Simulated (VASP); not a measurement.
# N in VASP: further runs, part 2 of 2

VASP 6.6.1. Earlier steps stand in the parts before.

**4. Single point, PBE+D3(BJ)**

Contents of INCAR:

```
SYSTEM = N
  PREC = Accurate
  ENCUT = 520
  EDIFF = 1E-6
  ISMEAR = -1
  SIGMA = 0.02
  LREAL = Auto
  LASPH = .True.
  NELM = 80
  ALGO = Normal
  ISIF = 2
  LWAVE = .False.
  LCHARG = .False.
  GGA = PE
  IVDW = 12
  NBANDS = 78
```

Contents of KPOINTS:

```
Automatic mesh
0
Gamma
  1 1 1
  0 0 0
```

Contents of POSCAR:

```
N
1.0
    9.6720280000      0.0000000000      0.0000000000
    0.0000000000      9.6720280000      0.0000000000
    0.0000000000      0.0000000000      9.6720280000
N
24
Direct
    0.0822474873      0.9443107485      0.1634197089
    0.1647327737      0.8714718361      0.1895259195
    0.7334552795      0.3315954007      0.9762171904
    0.6514559304      0.3857412323      0.9186387798
   -0.0406429758      0.9330307977      0.7650308705
    0.0518608920      0.8832067070      0.8071213193
    0.7206451429      0.2256713897      0.4823187030
    0.7003391636      0.2349972519      0.5918613966
    0.4346658219      0.0249689103      0.7442492929
    0.4049409286      0.1218979101      0.7931325261
    0.4149284928      0.5049199609      0.6770762037
    0.3399493881      0.4445810124      0.7365466684
    0.5370538630      0.9138517796      0.1864035133
    0.4747815039      1.0055698763      0.2164282403
    0.5037206261      0.4534726326      0.1841495910
    0.4853583964      0.4273974393      0.2931132954
    0.6779963830      0.7810254478      0.5727650913
    0.7179156222      0.8061184273      0.4695809400
    0.2732312189      0.8218545273      0.5229306615
    0.3171103309      0.9192281081      0.4841900789
    1.0304043785      0.5510633344      0.5902484980
    1.0075859995      0.5239438926      0.6992845761
    0.1319785261      0.2351523383      0.9830513311
    0.1033288986      0.2007334966      0.8770032510
```

Potentials or basis: VASP PAW PBE potentials, release 64 (N).

Run with:

```bash
> cat potpaw_PBE.64/N/POTCAR > POTCAR
> mpirun -np 1 vasp_gam > vasp.out
```

OUTCAR:

```text
SYSTEM = N
   PREC = Accurate
   ENCUT = 520
   EDIFF = 1E-6
   ISMEAR = -1
   LREAL = Auto
   LASPH = .True.
   NELM = 80
   ISIF = 2
   GGA = PE
   IVDW = 12
 IVDW          = 12

 ion  position               nearest neighbor table
   1  0.082  0.944  0.163-   2 1.09
   2  0.165  0.871  0.190-   1 1.09
   3  0.733  0.332  0.976-   4 1.10
   4  0.651  0.386  0.919-   3 1.10
   5  0.959  0.933  0.765-   6 1.09
   6  0.052  0.883  0.807-   5 1.09
[... 16 lines left out ...]
  23  0.132  0.235  0.983-  24 1.11
  24  0.103  0.201  0.877-  23 1.11

  LATTYP: Found a simple cubic cell.
 ALAT       =     9.6720280000

  Lattice vectors:

 A1 = (   9.6720280000,   0.0000000000,   0.0000000000)
 A2 = (   0.0000000000,   9.6720280000,   0.0000000000)
 A3 = (   0.0000000000,   0.0000000000,   9.6720280000)

Analysis of symmetry for initial positions (statically):
=====================================================================
 Subroutine PRICEL returns:
 Original cell was already a primitive cell.

 Routine SETGRP: Setting up the symmetry group for a
 simple cubic supercell.

 Subroutine GETGRP returns: Found  1 space group operations
 (whereof  1 operations were pure point group operations)
 out of a pool of 48 trial point group operations.

The static configuration has the point symmetry C_1 .

Analysis of symmetry for dynamics (positions and initial velocities):
=====================================================================
 Subroutine PRICEL returns:
 Original cell was already a primitive cell.

 Routine SETGRP: Setting up the symmetry group for a
 simple cubic supercell.

 Subroutine GETGRP returns: Found  1 space group operations
 (whereof  1 operations were pure point group operations)
 out of a pool of 48 trial point group operations.

The dynamic configuration has the point symmetry C_1 .

 Subroutine INISYM returns: Found  1 space group operations
 (whereof  1 operations are pure point group operations),
 and found     1 'primitive' translations

----------------------------------------------------------------------------------------

                                     Primitive cell

  volume of cell :     904.8001

  direct lattice vectors                    reciprocal lattice vectors
     9.672028000  0.000000000  0.000000000     0.103390933  0.000000000  0.000000000
     0.000000000  9.672028000  0.000000000     0.000000000  0.103390933  0.000000000
     0.000000000  0.000000000  9.672028000     0.000000000  0.000000000  0.103390933

  length of vectors
     9.672028000  9.672028000  9.672028000     0.103390933  0.103390933  0.103390933

  position of ions in fractional coordinates (direct lattice)
     0.082247487  0.944310749  0.163419709
     0.164732774  0.871471836  0.189525919
     0.733455279  0.331595401  0.976217190
     0.651455930  0.385741232  0.918638780
     0.959357024  0.933030798  0.765030870
     0.051860892  0.883206707  0.807121319
[... 16 lines left out ...]
     0.131978526  0.235152338  0.983051331
     0.103328899  0.200733497  0.877003251

  ion indices of the primitive-cell ions
   primitive index   ion index
                 1           1
                 2           2
                 3           3
                 4           4
                 5           5
                 6           6
[... 16 lines left out ...]
                23          23
                24          24

----------------------------------------------------------------------------------------

 KPOINTS: Automatic mesh

Automatic generation of k-mesh.
 Grid dimensions read from file:
 generate k-points for:    1    1    1

 Generating k-lattice:

  Cartesian coordinates                     Fractional coordinates (reciprocal lattice)
     0.103390933  0.000000000  0.000000000     1.000000000  0.000000000  0.000000000
     0.000000000  0.103390933  0.000000000     0.000000000  1.000000000  0.000000000
     0.000000000  0.000000000  0.103390933     0.000000000  0.000000000  1.000000000

  Length of vectors
     0.103390933  0.103390933  0.103390933

  Shift w.r.t. Gamma in fractional coordinates (k-lattice)
     0.000000000  0.000000000  0.000000000

 Subroutine IBZKPT returns following result:
 ===========================================

 Found      1 irreducible k-points:

 Following reciprocal coordinates:
            Coordinates               Weight
  0.000000  0.000000  0.000000      1.000000
   k-points           NKPTS =      1   k-points in BZ     NKDIM =      1   number of bands    NBANDS=     78
   number of dos      NEDOS =    301   number of ions     NIONS =     24
   total plane-waves  NPLWV = 373248
   dimension x,y,z NGX =    72 NGY =   72 NGZ =   72
   dimension x,y,z NGXF=   144 NGYF=  144 NGZF=  144
   ions per type =              24
   NGX,Y,Z   is equivalent  to a cutoff of  12.38, 12.38, 12.38 a.u.
   NGXF,Y,Z  is equivalent  to a cutoff of  24.75, 24.75, 24.75 a.u.
 SYSTEM =  N
   PREC   = accura    normal or accurate (medium, high low for compatibility)
   ISTART =      0    job   : 0-new  1-cont  2-samecut
   ICHARG =      2    charge: 1-file 2-atom 10-const
   ISPIN  =      1    spin polarized calculation?
   LNONCOLLINEAR =      F non collinear calculations
   LSORBIT =      F    spin-orbit coupling
   LASPH  =      T    aspherical Exc in radial PAW
   ENCUT  =  520.0 eV  38.22 Ry    6.18 a.u.  17.98 17.98 17.98*2*pi/ulx,y,z
   NELM   =     80;   NELMIN=  2; NELMDL= -5     # of ELM steps
   EDIFF  = 0.1E-05   stopping-criterion for ELM
   LREAL  =      T    real-space projection
   EDIFFG = 0.1E-04   stopping-criterion for IOM
   NSW    =      0    number of steps for IOM
   IBRION =     -1    ionic relax: 0-MD 1-quasi-New 2-CG
   NFREE  =      0    steps in history (QN), initial steepest desc. (CG)
   ISIF   =      2    stress and relaxation
   ISYM   =      2    0-nonsym 1-usesym 2-fastsym
   POTIM  = 0.5000    time-step for ionic-motion
   TEBEG  =    0.0;   TEEND  =   0.0 temperature during run
   PSTRESS=    0.0 pullay stress
   NELECT =     120.0000    total number of electrons
   NUPDOWN=      -1.0000    fix difference up-down
   EMIN   =  10.00;   EMAX   =-10.00  energy-range for DOS
   EFERMI =   0.00;   METHOD = LEGACY
   ISMEAR =    -1;   SIGMA  =   0.02  broadening in eV -4-tet -1-fermi 0-gaus
   EFERMI_NEDOS =   21; number of points for ismear=-14 and -15
   IALGO  =     38    algorithm
   IMIX   =      4    mixing-type and parameters
     AMIX     =   0.40;   BMIX     =  1.00
     AMIX_MAG =   1.60;   BMIX_MAG =  1.00
  volume/ion in A,a.u.               =      37.70       254.41
  Fermi-wavevector in a.u.,A,eV,Ry     =   0.834868  1.577671  9.483318  0.697004
  Thomas-Fermi vector in A             =   1.948331
   LORBIT       =      0    0 simple, 1 ext, 2 COOP (PROOUT), +10 PAW based schemes
   GGA     = PE    functional components
   LHFCALC =     F    Hartree Fock is set to
   AEXX    =    0.0000 exact exchange contribution
   IVDW    =    12    specifies the selected vdW correction
   LEPSILON=     F    determine dielectric tensor
   LRPA    =     F    only Hartree local field effects (RPA)
 non-spin polarized calculation
  energy-cutoff  :      520.00
  volume of cell :      904.80
 maximum number of plane-waves:     12152
 NGX is ok and might be reduce to    70
   NGX = 35   NGY = 35   NGZ = 35

 number of electron     120.0000005 magnetization

 Free energy of the ion-electron system (eV)
  ---------------------------------------------------
  ext. energy  EPLUGINS =         0.00000000
  ---------------------------------------------------
  free energy    TOTEN  =      -199.52738320 eV

  energy without entropy =     -199.52738320  energy(sigma->0) =     -199.52738320

 E-fermi :  -7.3115     XC(G=0):  -4.6540

 val. band max:       -7.8864421893   @ k =   0.0000   0.0000   0.0000
 cond. band min:      -0.3719643853   @ k =   0.0000   0.0000   0.0000
 fundamental gap:      7.5144778040
 Fermi energy:        -7.3115054956

 k-point     1 :       0.0000    0.0000    0.0000
  band No.  band energies     occupation
      1     -26.6905      2.00000
      2     -26.5842      2.00000
      3     -26.5175      2.00000
      4     -26.4854      2.00000
      5     -26.4063      2.00000
      6     -26.3989      2.00000
[... 64 lines left out ...]
     71       0.0520      0.00000
     72       0.0818      0.00000
 [bands above 72 left out]

------------------------ aborting loop because EDIFF is reached ----------------------------------------

 Edisp (eV)   -0.76629

 E8    (eV) :    -0.1810

  FORCE on cell =-STRESS in cart. coord.  units (eV):
  Direction    XX          YY          ZZ          XY          YZ          ZX
  --------------------------------------------------------------------------------------
  -------------------------------------------------------------------------------------
  Total       7.18638     8.23578    13.72957    -2.31472    -1.99269    -2.34373
  in kB      12.72530    14.58353    24.31167    -4.09879    -3.52857    -4.15016
  external pressure =       17.21 kB  Pullay stress =        0.00 kB

 VOLUME and BASIS-vectors are now :
 -----------------------------------------------------------------------------
  energy-cutoff  :      520.00
  volume of cell :      904.80
      direct lattice vectors                 reciprocal lattice vectors
     9.672028000  0.000000000  0.000000000     0.103390933  0.000000000  0.000000000
     0.000000000  9.672028000  0.000000000     0.000000000  0.103390933  0.000000000
     0.000000000  0.000000000  9.672028000     0.000000000  0.000000000  0.103390933

 POSITION                                       TOTAL-FORCE (eV/Angst)
 -----------------------------------------------------------------------------------
      0.79550      9.13340      1.58060        -2.298488      2.003103     -0.725252
      1.59330      8.42890      1.83310         2.252814     -2.024130      0.691517
      7.09400      3.20720      9.44200         1.334751     -0.882606      0.879887
      6.30090      3.73090      8.88510        -1.235983      0.831540     -0.988119
      9.27893      9.02430      7.39940        -2.449502      1.251875     -1.131735
      0.50160      8.54240      7.80650         2.412038     -1.337173      1.093988
[... 16 lines left out ...]
      1.27650      2.27440      9.50810        -0.035943     -0.001020     -0.063283
      0.99940      1.94150      8.48240         0.001726      0.131904      0.110932
 -----------------------------------------------------------------------------------
    total drift:                               -0.000274     -0.001641     -0.000659

  FREE ENERGIE OF THE ION-ELECTRON SYSTEM (eV)
  ---------------------------------------------------
  free  energy   TOTEN  =      -200.2936743179 eV

  energy  without entropy=     -200.2936743179  energy(sigma->0) =     -200.29367432
```

It took 4.5 min on 1 thread of AMD EPYC, shared host; peak memory 0.62 GiB.

Results:

| Quantity | Value |
| --- | --- |
| Free energy | -200.2937 eV |
| Pressure | 1.7 GPa |
| Largest force | 5.442 eV/Å |
| Dispersion energy per atom | -0.032 eV |

Forces on the atoms (eV/Å):
```
N   -2.298  2.003 -0.725
N    2.253 -2.024  0.692
N    1.335 -0.883  0.880
N   -1.236  0.832 -0.988
N   -2.450  1.252 -1.132
N    2.412 -1.337  1.094
N    0.985 -0.459 -5.332
N   -0.987  0.451  5.328
N    1.140 -3.475 -1.677
N   -1.006  3.471  1.781
N    2.044  1.631 -1.623
N   -2.015 -1.586  1.593
N    0.197 -0.284 -0.103
N   -0.140  0.323  0.037
N    0.304  0.599 -2.210
N   -0.388 -0.563  2.333
N   -0.905 -0.575  2.351
N    0.908  0.572 -2.335
N   -0.888 -1.966  0.762
N    0.822  1.885 -0.771
N    0.106  0.155 -0.631
N   -0.158 -0.153  0.628
N   -0.036 -0.001 -0.063
N    0.002  0.132  0.111
```

Caveat: the k points lie up to 0.65 Å⁻¹ apart; the standard files for N, O and F lose accuracy on very short bonds; the atoms stand as in a frame of molecular dynamics.

**5. Overview**

| cell | pressure (GPa) | largest force (eV/Å) |
| --- | --- | --- |
| as given, atomic positions A | 0.8 | 5.57 |
| as given, atomic positions B | 0.7 | 3.77 |
| as given, atomic positions C | 1.7 | 5.44 |

Alike in all rows: task single point; level PBE+D3(BJ); potentials or basis VASP PAW PBE potentials, release 64 (N); no spin polarisation; k mesh 1 × 1 × 1; cutoff (eV) 520; smearing fermi-dirac 0.02 eV.

Caveats: all runs use coarse meshes; the standard files for N, O and F lose accuracy on very short bonds; the atoms stand as in a frame of molecular dynamics.

Absolute energies hang on the potentials; compare differences alone.
